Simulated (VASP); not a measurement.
Crystal: Al3H2.

```
CELL_PARAMETERS angstrom
4.79042 0.00000 0.00000
-2.39521 4.14863 0.00000
0.00000 0.00000 3.77308
ATOMIC_POSITIONS crystal
Al 0.67094 0.67094 0.00000
Al 0.32906 0.00000 0.00000
Al 0.00000 0.32906 0.00000
H 0.00000 0.00000 0.27204
H 0.00000 0.00000 0.72796
```

The cell was generated, and may not be a known phase.

```yaml
Program: VASP 6.6.1
Task: relaxation of cell and atoms
Functional: PBE
Potentials_or_basis: VASP PAW PBE potentials, release 64 (Al, H)
Cutoff: 600 eV
k_mesh: 12 × 12 × 10
Occupations: gaussian, width 0.1 eV
Spin: no spin polarisation
```

At the start: pressure -1.0 GPa; volume 15.00 Å³/atom.

How do energy, volume and symmetry change on relaxing?

Over 7 steps the energy falls by 2.0 meV/atom and the volume is 14.71 Å³/atom (-1.9 %); space group P-62m (No. 189, to 0.1 Å) before and after.

The path:
| step | energy change (eV) | largest force (eV/Å) | pressure (GPa) | volume (Å³) |
| --- | --- | --- | --- | --- |
| 1 | 0.0000 | 0.0940 | -0.99 | 74.98 |
| 2 | -0.0083 | 0.0753 | -0.16 | 73.98 |
| 3 | -0.0089 | 0.0780 | 0.13 | 73.65 |
| 4 | -0.0098 | 0.0299 | 0.00 | 73.67 |
| 5 | -0.0098 | 0.0203 | -0.03 | 73.67 |
| 6 | -0.0099 | 0.0141 | -0.04 | 73.64 |
| 7 | -0.0100 | 0.0056 | -0.05 | 73.56 |

Final structure:
```yaml
crystal:
  lattice:
    - [4.74394, 0.00000, 0.00000]
    - [-2.37197, 4.10838, 0.00000]
    - [0.00000, 0.00000, 3.77418]
  atoms:
    - { symbol: Al, position: [0.66933, 0.66933, 0.00000] }
    - { symbol: Al, position: [0.33067, 0.00000, 0.00000] }
    - { symbol: Al, position: [0.00000, 0.33067, 0.00000] }
    - { symbol: H, position: [0.00000, 0.00000, 0.27637] }
    - { symbol: H, position: [0.00000, 0.00000, 0.72363] }
```
